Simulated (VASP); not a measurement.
# LiMgBN2 (I-4m2) in VASP: a series of runs

The runs below take LiMgBN2 through single point, with BLYP, PBE, revPBE.

Program: VASP 6.6.1. These are calculated values, not measurements. Logs are shortened: lines on timing, memory, paths and dates and some standing lists are left out, and cuts for length are marked.

**1. The cell of the first run**

It takes space group I-4m2 (No. 119, tetragonal). The conventional cell has a = 3.819 Å, b = 3.819 Å, c = 8.887 Å, α = 90.00°, β = 90.00°, γ = 90.00°. Li (site symmetry -4m2) has 4 N at 2.10 Å and 4 Mg at 2.70 Å within 2.8 Å. Mg (site symmetry -4m2) has 4 N at 2.10 Å and 4 Li at 2.70 Å within 2.8 Å. Within 1.8 Å of B (site symmetry -4m2) lie 2 N at 1.34 Å. N (site symmetry 2mm) has 1 B at 1.34 Å within 1.8 Å.

**2. Single point, BLYP**

INCAR

```
SYSTEM = LiMgBN2
AGGAC = 1.0 ; AGGAX = 1.0
ALDAC = 0.0 ; ALDAX = 1.0
ALGO = Normal ; EDIFF = 1E-6
ENCUT = 520 ; GGA = B5
ISIF = 2 ; ISMEAR = -5
LASPH = .True. ; LCHARG = .False.
LREAL = .False. ; LWAVE = .False.
NBANDS = 17 ; NELM = 80
PREC = Accurate ; SIGMA = 0.1
```

KPOINTS

```
k-points
0
Gamma
  2 2 2
  0 0 0
```

POSCAR

```
LiMgBN2
1.0
   -1.9096560000      1.9096560000      4.4435220000
    1.9096560000     -1.9096560000      4.4435220000
    1.9096560000      1.9096560000     -4.4435220000
Li Mg B N
1 1 1 2
Direct
    0.2500000000      0.7500000000      0.5000000000
    0.7500000000      0.2500000000      0.5000000000
    0.5000000000      0.5000000000      0.0000000000
    0.6512635000      0.6512635000      0.0000000000
    0.3487365000      0.3487365000      0.0000000000
```

Potentials or basis: VASP PAW PBE potentials, release 64 (Li_sv, Mg, B, N).

Run with:

```sh
$ cat potpaw_PBE.64/Li_sv/POTCAR potpaw_PBE.64/Mg/POTCAR potpaw_PBE.64/B/POTCAR potpaw_PBE.64/N/POTCAR > POTCAR
$ mpirun -np 1 vasp_std > vasp.out
```

OUTCAR:

```text
SYSTEM = LiMgBN2
   EDIFF = 1E-6
   ENCUT = 520
   GGA = B5
   ISIF = 2
   ISMEAR = -5
   LASPH = .True.
   LREAL = .False.
   NELM = 80
   PREC = Accurate

 ion  position               nearest neighbor table
   1  0.250  0.750  0.500-   5 2.10   4 2.10   5 2.10   4 2.10   2 2.70   2 2.70   2 2.70   2 2.70

   2  0.750  0.250  0.500-   5 2.10   4 2.10   5 2.10   4 2.10   1 2.70   1 2.70   1 2.70   1 2.70

   3  0.500  0.500  0.000-   4 1.34   5 1.34
   4  0.651  0.651  0.000-   3 1.34   2 2.10   1 2.10   1 2.10   2 2.10
   5  0.349  0.349  0.000-   3 1.34   2 2.10   1 2.10   1 2.10   2 2.10

  LATTYP: Found a body centered tetragonal cell.
 ALAT       =     3.8193120000
 C/A-ratio  =     2.3268703892

  Lattice vectors:

 A1 = (  -1.9096560000,   1.9096560000,   4.4435220000)
 A2 = (   1.9096560000,  -1.9096560000,   4.4435220000)
 A3 = (   1.9096560000,   1.9096560000,  -4.4435220000)

Analysis of symmetry for initial positions (statically):
=====================================================================
 Subroutine PRICEL returns:
 Original cell was already a primitive cell.

 Routine SETGRP: Setting up the symmetry group for a
 body centered tetragonal supercell.

 Subroutine GETGRP returns: Found  8 space group operations
 (whereof  8 operations were pure point group operations)
 out of a pool of 16 trial point group operations.

The static configuration has the point symmetry D_2d.

Analysis of symmetry for dynamics (positions and initial velocities):
=====================================================================
 Subroutine PRICEL returns:
 Original cell was already a primitive cell.

 Routine SETGRP: Setting up the symmetry group for a
 body centered tetragonal supercell.

 Subroutine GETGRP returns: Found  8 space group operations
 (whereof  8 operations were pure point group operations)
 out of a pool of 16 trial point group operations.

The dynamic configuration has the point symmetry D_2d.

 Subroutine INISYM returns: Found  8 space group operations
 (whereof  8 operations are pure point group operations),
 and found     1 'primitive' translations

----------------------------------------------------------------------------------------

                                     Primitive cell

  volume of cell :      64.8183

  direct lattice vectors                    reciprocal lattice vectors
    -1.909656000  1.909656000  4.443522000     0.000000000  0.261827261  0.112523354
     1.909656000 -1.909656000  4.443522000     0.261827261  0.000000000  0.112523354
     1.909656000  1.909656000 -4.443522000     0.261827261  0.261827261  0.000000000

  length of vectors
     5.199851906  5.199851906  5.199851906     0.284982490  0.284982490  0.370279664

  position of ions in fractional coordinates (direct lattice)
     0.250000000  0.750000000  0.500000000
     0.750000000  0.250000000  0.500000000
     0.500000000  0.500000000  0.000000000
     0.651263500  0.651263500  0.000000000
     0.348736500  0.348736500  0.000000000

  ion indices of the primitive-cell ions
   primitive index   ion index
                 1           1
                 2           2
                 3           3
                 4           4
                 5           5

----------------------------------------------------------------------------------------

 KPOINTS: k-points

Automatic generation of k-mesh.
 Grid dimensions read from file:
 generate k-points for:    2    2    2

 Generating k-lattice:

  Cartesian coordinates                     Fractional coordinates (reciprocal lattice)
     0.000000000  0.130913631  0.056261677     0.500000000  0.000000000  0.000000000
     0.130913631  0.000000000  0.056261677     0.000000000  0.500000000  0.000000000
     0.130913631  0.130913631  0.000000000     0.000000000  0.000000000  0.500000000

  Length of vectors
     0.142491245  0.142491245  0.185139832

  Shift w.r.t. Gamma in fractional coordinates (k-lattice)
     0.000000000  0.000000000  0.000000000

 TETIRR: Found     10 inequivalent tetrahedra from       48

 Subroutine IBZKPT returns following result:
 ===========================================

 Found      4 irreducible k-points:

 Following reciprocal coordinates:
            Coordinates               Weight
  0.000000  0.000000  0.000000      1.000000
  0.500000  0.000000  0.000000      4.000000
  0.500000  0.500000  0.000000      2.000000
  0.500000  0.500000  0.500000      1.000000
   k-points           NKPTS =      4   k-points in BZ     NKDIM =      4   number of bands    NBANDS=     17
   number of dos      NEDOS =    301   number of ions     NIONS =      5
   total plane-waves  NPLWV =  64000
   dimension x,y,z NGX =    40 NGY =   40 NGZ =   40
   dimension x,y,z NGXF=    80 NGYF=   80 NGZF=   80
   ions per type =               1   1   1   2
   NGX,Y,Z   is equivalent  to a cutoff of  12.79, 12.79, 12.79 a.u.
   NGXF,Y,Z  is equivalent  to a cutoff of  25.58, 25.58, 25.58 a.u.
 SYSTEM =  LiMgBN2
   PREC   = accura    normal or accurate (medium, high low for compatibility)
   ISTART =      0    job   : 0-new  1-cont  2-samecut
   ICHARG =      2    charge: 1-file 2-atom 10-const
   ISPIN  =      1    spin polarized calculation?
   LNONCOLLINEAR =      F non collinear calculations
   LSORBIT =      F    spin-orbit coupling
   LASPH  =      T    aspherical Exc in radial PAW
   ENCUT  =  520.0 eV  38.22 Ry    6.18 a.u.   9.67  9.67  9.67*2*pi/ulx,y,z
   NELM   =     80;   NELMIN=  2; NELMDL= -5     # of ELM steps
   EDIFF  = 0.1E-05   stopping-criterion for ELM
   LREAL  =      F    real-space projection
   EDIFFG = 0.1E-04   stopping-criterion for IOM
   NSW    =      0    number of steps for IOM
   IBRION =     -1    ionic relax: 0-MD 1-quasi-New 2-CG
   NFREE  =      0    steps in history (QN), initial steepest desc. (CG)
   ISIF   =      2    stress and relaxation
   ISYM   =      2    0-nonsym 1-usesym 2-fastsym
   POTIM  = 0.5000    time-step for ionic-motion
   TEBEG  =    0.0;   TEEND  =   0.0 temperature during run
   PSTRESS=    0.0 pullay stress
   NELECT =      18.0000    total number of electrons
   NUPDOWN=      -1.0000    fix difference up-down
   EMIN   =  10.00;   EMAX   =-10.00  energy-range for DOS
   EFERMI =   0.00;   METHOD = LEGACY
   ISMEAR =    -5;   SIGMA  =   0.10  broadening in eV -4-tet -1-fermi 0-gaus
   EFERMI_NEDOS =   21; number of points for ismear=-14 and -15
   IALGO  =     38    algorithm
   IMIX   =      4    mixing-type and parameters
     AMIX     =   0.40;   BMIX     =  1.00
     AMIX_MAG =   1.60;   BMIX_MAG =  1.00
  volume/ion in A,a.u.               =      12.96        87.48
  Fermi-wavevector in a.u.,A,eV,Ry     =   1.068070  2.018360 15.521172  1.140774
  Thomas-Fermi vector in A             =   2.203707
   LORBIT       =      0    0 simple, 1 ext, 2 COOP (PROOUT), +10 PAW based schemes
   GGA     = B5    functional components
   LHFCALC =     F    Hartree Fock is set to
   AEXX    =    0.0000 exact exchange contribution
   IVDW    =     0    specifies the selected vdW correction
   LEPSILON=     F    determine dielectric tensor
   LRPA    =     F    only Hartree local field effects (RPA)
 non-spin polarized calculation
 Fermi weights with tetrahedron method with Bloechl corrections
  energy-cutoff  :      520.00
  volume of cell :       64.82
 maximum number of plane-waves:      1750
 NGX is ok and might be reduce to    40
   NGX = 19   NGY = 19   NGZ = 19

 number of electron      18.0000000 magnetization

 Free energy of the ion-electron system (eV)
  ---------------------------------------------------
  ext. energy  EPLUGINS =         0.00000000
  ---------------------------------------------------
  free energy    TOTEN  =       -30.15276927 eV

  energy without entropy =      -30.15276927  energy(sigma->0) =      -30.15276927

 E-fermi :   1.3526     XC(G=0):  -8.0978

 val. band max:        1.3026855492   @ k =   0.5000   0.5000   0.5000
 cond. band min:       3.9413786376   @ k =   0.0000   0.0000   0.0000
 fundamental gap:      2.6386930883
 Fermi energy:         1.3526051479

 k-point     1 :       0.0000    0.0000    0.0000
  band No.  band energies     occupation
      1     -42.9175      2.00000
      2     -13.0004      2.00000
      3     -11.9880      2.00000
      4      -3.4529      2.00000
      5      -1.2365      2.00000
      6      -0.8077      2.00000
[... 9 lines left out ...]
     16      13.5358      0.00000
     17      13.5358      0.00000

 k-point     2 :       0.5000    0.0000    0.0000
  band No.  band energies     occupation
      1     -42.9167      2.00000
      2     -12.6816      2.00000
      3     -12.1548      2.00000
      4      -3.2479      2.00000
      5      -2.7697      2.00000
      6      -1.3190      2.00000
[... 9 lines left out ...]
     16      11.3356      0.00000
     17      13.5792      0.00000

 k-point     3 :       0.5000    0.5000    0.0000
  band No.  band energies     occupation
      1     -42.9160      2.00000
      2     -12.5684      2.00000
      3     -12.0925      2.00000
      4      -2.8010      2.00000
      5      -2.6469      2.00000
      6      -2.0046      2.00000
[... 9 lines left out ...]
     16      12.8417      0.00000
     17      13.5015      0.00000

 k-point     4 :       0.5000    0.5000    0.5000
  band No.  band energies     occupation
      1     -42.9175      2.00000
      2     -12.5922      2.00000
      3     -12.4556      2.00000
      4      -2.6899      2.00000
      5      -2.3432      2.00000
      6      -1.5911      2.00000
[... 9 lines left out ...]
     16      13.3180      0.00000
     17      13.6036      0.00000

------------------------ aborting loop because EDIFF is reached ----------------------------------------

  FORCE on cell =-STRESS in cart. coord.  units (eV):
  Direction    XX          YY          ZZ          XY          YZ          ZX
  --------------------------------------------------------------------------------------
  -------------------------------------------------------------------------------------
  Total        0.4458031      0.4458031     -0.4388901      0.0000000     -0.0000000      0.0000000
  in kB       11.0193533     11.0193533    -10.8484773      0.0000000     -0.0000000      0.0000000
  external PRESSURE =       3.7300764 kB  Pullay stress =       0.0000000 kB

 VOLUME and BASIS-vectors are now :
 -----------------------------------------------------------------------------
  energy-cutoff  :      520.00
  volume of cell :       64.82
      direct lattice vectors                 reciprocal lattice vectors
    -1.909656000  1.909656000  4.443522000     0.000000000  0.261827261  0.112523354
     1.909656000 -1.909656000  4.443522000     0.261827261  0.000000000  0.112523354
     1.909656000  1.909656000 -4.443522000     0.261827261  0.261827261  0.000000000

 POSITION                                       TOTAL-FORCE (eV/Angst)
 -----------------------------------------------------------------------------------
      1.90966      0.00000      2.22176        -0.000000     -0.000000     -0.000000
      0.00000      1.90966      2.22176        -0.000000     -0.000000      0.000000
      0.00000      0.00000      4.44352        -0.000000     -0.000000     -0.000000
      0.00000      0.00000      5.78781        -0.000000     -0.000000     -0.145257
      0.00000      0.00000      3.09924         0.000000      0.000000      0.145257
 -----------------------------------------------------------------------------------
    total drift:                               -0.000000      0.000000     -0.000000

  FREE ENERGIE OF THE ION-ELECTRON SYSTEM (eV)
  ---------------------------------------------------
  free  energy   TOTEN  =       -30.1527692653 eV

  energy  without entropy=      -30.1527692653  energy(sigma->0) =      -30.15276927
```

It took 33 s on 1 thread of Intel Xeon 6975P-C, shared host; peak memory 0.23 GiB.

What came out:

| Quantity | Value |
| --- | --- |
| Free energy | -30.1528 eV |
| Largest force | 0.145 eV/Å |
| Band gap on the k mesh | 2.64 eV, indirect (least direct gap 3.55 eV) |

Forces on the atoms (eV/Å):
```
Li   0.000  0.000  0.000
Mg   0.000  0.000  0.000
B    0.000  0.000  0.000
N    0.000  0.000 -0.145
N    0.000  0.000  0.145
```

Levels at points of the mesh, in eV from the valence-band top:
```tsv
k point	band 7	band 8	band 9	band 10	band 11	band 12
(0.00, 0.00, 0.00)	-2.11	-1.34	-1.34	2.64	6.07	7.80
(0.50, 0.00, 0.00)	-2.36	-1.11	-0.62	5.33	5.71	7.08
(0.50, 0.50, 0.00)	-2.95	-1.90	-0.45	5.18	5.65	6.68
(0.50, 0.50, 0.50)	-2.89	0.00	0.00	3.55	6.32	6.55
```

Caveat: the k points lie up to 1.16 Å⁻¹ apart; the cutoff is under 1.25 times the usual one of these potentials, so pressure, stress and relaxed cells hold a basis-set (Pulay) error; the PAW data sets were made with another functional, which shifts forces and pressure a little. A k mesh can miss the band edges.

**3. Single point, PBE**

INCAR

```
SYSTEM = LiMgBN2
PREC = Accurate ; ENCUT = 520
EDIFF = 1E-7 ; ISMEAR = 0
SIGMA = 0.1 ; LREAL = .False.
LASPH = .True. ; NELM = 60
ALGO = Normal ; ISIF = 2
LWAVE = .False. ; LCHARG = .True.
GGA = PE ; LELF = .True.
LVHAR = .True. ; NBANDS = 17
ISYM = 0
```

KPOINTS

```
regular mesh
0
Gamma
  5 3 1
  0 0 0
```

POSCAR is that of step 2.

Potentials or basis: VASP PAW PBE potentials, release 64 (Li_sv, Mg, B, N).

Run with:

```sh
$ cat potpaw_PBE.64/Li_sv/POTCAR potpaw_PBE.64/Mg/POTCAR potpaw_PBE.64/B/POTCAR potpaw_PBE.64/N/POTCAR > POTCAR
$ mpirun -np 1 vasp_std > vasp.out
```

Run time: 21 s. Hardware: 1 thread of Intel Xeon 6975P-C, shared host; peak memory 0.23 GiB.

It converged, with:

* Free energy: -31.7529 eV
* Largest force: 0.144 eV/Å
* Band gap on the k mesh: 3.16 eV, indirect (least direct gap 3.98 eV)

Forces on the atoms (eV/Å):
```
Li  -0.044  0.043  0.003
Mg  -0.046  0.044 -0.002
B    0.018 -0.020  0.009
N    0.126  0.056  0.042
N   -0.054 -0.122 -0.052
```

Levels at points of the mesh, in eV from the valence-band top:
```tsv
k point	band 5	band 6	band 7	band 8	band 9	band 10	band 11	band 12	band 13	band 14
(0.00, 0.00, 0.00)	-1.95	-1.59	-1.58	-0.83	-0.82	3.16	6.64	8.39	8.40	8.93
```

Caveat: the k points lie up to 2.33 Å⁻¹ apart; the cutoff is under 1.25 times the usual one of these potentials, so pressure, stress and relaxed cells hold a basis-set (Pulay) error. A k mesh can miss the band edges.

(Part 1 of 2 ends here.)
